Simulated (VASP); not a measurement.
The system is Sb.

```
Sb
1.0
     2.15060    1.24165    3.74400
    -2.15060    1.24165    3.74400
     0.00000   -2.48330    3.74400
Sb
2
Cartesian
  0.0000 0.0000 2.6242
  0.0000 0.0000 8.6078
```

| Item | Value |
| --- | --- |
| Program | VASP 6.6.1 |
| Task | relaxation of cell and atoms |
| Functional | PBE |
| Dispersion | D3(BJ) |
| Potentials or basis | VASP PAW PBE potentials, release 64 (Sb) |
| Cutoff | 600 eV |
| k mesh | 12 × 12 × 12 |
| Occupations | gaussian, width 0.1 eV |
| Spin | no spin polarisation |

At the start: pressure 0.6 GPa; volume 29.99 Å³/atom.

Problem. How do energy, volume and symmetry change on relaxing?

Solution. Over 10 steps the energy falls by 4.7 meV/atom and the volume is 29.71 Å³/atom (-0.9 %); space group R-3m (No. 166, to 0.05 Å).

The path:
```csv
step,energy change (eV),largest force (eV/Å),pressure (GPa),volume (Å³)
1,0.0000,0.2603,0.55,59.99
2,-0.0040,0.0595,-0.70,60.88
3,-0.0042,0.0924,-0.50,60.73
4,-0.0072,0.0554,-0.29,60.24
5,-0.0092,0.0049,0.12,59.37
6,-0.0092,0.0030,0.10,59.40
7,-0.0094,0.0189,-0.07,59.52
8,-0.0094,0.0180,-0.07,59.51
9,-0.0094,0.0018,0.03,59.41
10,-0.0094,0.0048,0.02,59.43
```

Final structure:
```
Sb
1.0
     2.16198    1.24822    3.67016
    -2.16198    1.24822    3.67016
     0.00000   -2.49644    3.67016
Sb
2
Direct
  0.23676 0.23676 0.23676
  0.76324 0.76324 0.76324
```

Caveat: pairwise dispersion overbinds metals, which lowers pressure and volume.
